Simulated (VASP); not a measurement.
A run of VASP 6.6.1 is set up as follows.

INCAR

```
PREC     = Accurate       # precision mode
ENCUT    = 600            # plane-wave cutoff, eV
EDIFF    = 1E-7           # SCF threshold, eV
ISMEAR   = 0              # smearing method
SIGMA    = 0.05           # smearing width, eV
LREAL    = F              # projectors in reciprocal space
LASPH    = T              # aspherical terms in the spheres
NELM     = 60             # most SCF steps
ALGO     = Normal         # electronic algorithm
ISIF     = 3              # what is computed and relaxed
LWAVE    = F              # write WAVECAR
LCHARG   = F              # write CHGCAR
IBRION   = 2              # ionic algorithm
NSW      = 80             # ionic steps
EDIFFG   = -0.03          # ionic threshold
PSTRESS  = 150.0
```

Contents of KPOINTS:

```
Automatic mesh
0
Gamma
  6 6 6
```

POSCAR

```
Cd
1.0
    0.0000000000      3.0400000000      3.0400000000
    3.0400000000      0.0000000000      3.0400000000
    3.0400000000      3.0400000000      0.0000000000
Cd
2
Direct
    0.0000000000      0.0000000000      0.0000000000
    0.2500000000      0.2500000000      0.2500000000
```

Potentials or basis: VASP PAW LDA potentials, release 64 (Cd).

Command:

```bash
$ cat potpaw_LDA.64/Cd/POTCAR > POTCAR
$ mpirun -np 1 vasp_std > vasp.out
```

Question: What does it give for the space group after relaxing (to 0.1 Å)?

Answer: Fd-3m (No. 227).

Question: Predict the relaxed cell.

Answer: a = 4.119 Å, b = 4.119 Å, c = 4.119 Å, α = 60.00°, β = 60.00°, γ = 60.00°.

Question: Estimate the band gap on the k mesh.

Answer: Zero (bands 12 and 13 overlap by 7.35 eV).

The path:
```
step  energy change (eV)  largest force (eV/Å)  pressure (GPa)  volume (Å³)
   1              0.0000                0.0000            5.35        56.19
   2              1.2280                0.0000           31.75        43.53
   3              0.3886                0.0000           14.78        49.54
   4              0.4005                0.0000           15.05        49.41
```

Caveat: the cell is relaxed towards a set pressure, so the run minimises the enthalpy, not the energy.
